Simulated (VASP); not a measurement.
## CdSe: electric field gradients with PBE

Crystal: CdSe.

```xyz
2
Lattice="0.0000 3.0081 3.0081 3.0081 0.0000 3.0081 3.0081 3.0081 0.0000" Properties=species:S:1:pos:R:3 pbc="T T T"
Cd    0.0000    0.0000    0.0000
Se    1.5041    1.5041    1.5041
```

This cell differs from its parent crystal: volume scaled by 0.9405.

- Program: VASP 6.6.1
- Task: electric field gradients
- Functional: PBE
- Potentials or basis: VASP PAW PBE potentials, release 64 (Cd, Se)
- Cutoff: 520 eV
- k mesh: 8 × 8 × 8
- Occupations: fermi-dirac, width 0.03 eV
- Spin: no spin polarisation
- Dipole correction: no
- Further INCAR settings: ALGO = Normal; EDIFF = 1e-08; NBANDS = 16

The pressure is 5.2 GPa. The band gap on the k mesh is 0.68 eV, direct.

Levels at points of the mesh, in eV from the valence-band top:
| k point | band 7 | band 8 | band 9 | band 10 | band 11 | band 12 |
| --- | --- | --- | --- | --- | --- | --- |
| (0.00, 0.00, 0.00) | 0.00 | 0.00 | 0.00 | 0.68 | 5.93 | 5.93 |
| (0.50, 0.00, 0.00) | -4.59 | -0.80 | -0.80 | 2.44 | 6.45 | 6.45 |
| (0.50, 0.50, 0.00) | -4.23 | -1.97 | -1.97 | 3.08 | 3.79 | 9.28 |

Wall time 18 s on 1 thread of AMD EPYC 9R45 96-Core Processor (Zen 5), on a shared host, peak memory 0.16 GiB.

Caveat: without QUAD_EFG the Cq values of the log hold for a quadrupole moment of 1 mb, not for the nuclei.
